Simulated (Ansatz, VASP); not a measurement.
# BP: VASP beside Ansatz

Contents of POSCAR:

```
BP
1.0
    0.0000000000      2.3022908167      2.2682668145
    2.3022908167      0.0000000000      2.2682668145
    2.3022908167      2.3022908167      0.0000000000
B P
1 1
Direct
    0.0000000000      0.0000000000      0.0000000000
    0.7500000000      0.7500000000      0.7500000000
```

Contents of INCAR.step1:

```
PREC     = Accurate       # precision mode
ENCUT    = 520            # plane-wave cutoff, eV
ISMEAR   = 0              # smearing method
SIGMA    = 0.05           # smearing width, eV
LREAL    = False          # projectors in reciprocal space
LASPH    = True           # aspherical terms in the spheres
NELM     = 100            # most SCF steps
NBANDS   = 11             # bands
GGA      = PE             # functional
ALGO     = Normal         # electronic algorithm
EDIFF    = 1E-4           # SCF threshold, eV
LWAVE    = True           # write WAVECAR
LCHARG   = False          # write CHGCAR
```

File INCAR.step2:

```
PREC     = Accurate       # precision mode
ENCUT    = 520            # plane-wave cutoff, eV
EDIFF    = 1E-7           # SCF threshold, eV
ISMEAR   = 0              # smearing method
SIGMA    = 0.05           # smearing width, eV
LREAL    = False          # projectors in reciprocal space
LASPH    = True           # aspherical terms in the spheres
NELM     = 100            # most SCF steps
ALGO     = Normal         # electronic algorithm
ISIF     = 2              # what is computed and relaxed
LWAVE    = False          # write WAVECAR
LCHARG   = False          # write CHGCAR
METAGGA  = R2SCAN         # meta-GGA
LMIXTAU  = True         
NBANDS   = 11             # bands
ISTART   = 1
```

Contents of KPOINTS:

```
regular mesh
0
Gamma
  10 10 10
```

Input for Ansatz:

```yaml
crystal:
  lattice:
    - [0.0, 2.3022908167, 2.2682668145]
    - [2.3022908167, 0.0, 2.2682668145]
    - [2.3022908167, 2.3022908167, 0.0]
  atoms:
    - { symbol: B, position: [0.0, 0.0, 0.0] }
    - { symbol: P, position: [0.75, 0.75, 0.75] }
basis:
  ecutwfc: 500
kpoints:
  mp_grid: { grid: [10, 10, 10] }
hamiltonian:
  xc: r2scan
scf:
  occupations: { method: gaussian, width: 0.05 }
output:
  forces: true
  stress: true
  eigenvalues: true
  write_density: true
  write_potential: true
  elf: true
  volumetric_format: npy
```

Change from the starting cell: strain +0.015 along x and y, +0.000 along z, atoms carried along.

Alike in both runs: task single point; functional r2SCAN; k mesh 10 × 10 × 10; occupations gaussian, width 0.05 eV; no spin polarisation.

|  | VASP | Ansatz |
| --- | --- | --- |
| version | VASP 6.6.1 | Ansatz 0.2.0 |
| potentials or method | VASP PAW PBE potentials, release 64 (B, P), cutoff 520 eV | scalar-relativistic, plane waves, PAW |
| valence electrons in the cell | 8 | 8 |

|  | VASP | Ansatz | Ansatz less VASP |
| --- | --- | --- | --- |
| gap on the k mesh at the Fermi level (eV) | 1.25 | 1.22 | -0.029 |
| least direct gap on the mesh (eV) | 3.44 | 3.40 | -0.039 |
| pressure (GPa) | -5.2 | -4.8 | +0.47 |
| traceless stress, the component that is largest in VASP (GPa) | 2.74 | 2.73 | -0.012 |

VASP's potentials were made for PBE, not for r2SCAN. With one functional, cell and mesh, what is left measures potentials, basis and numerics.
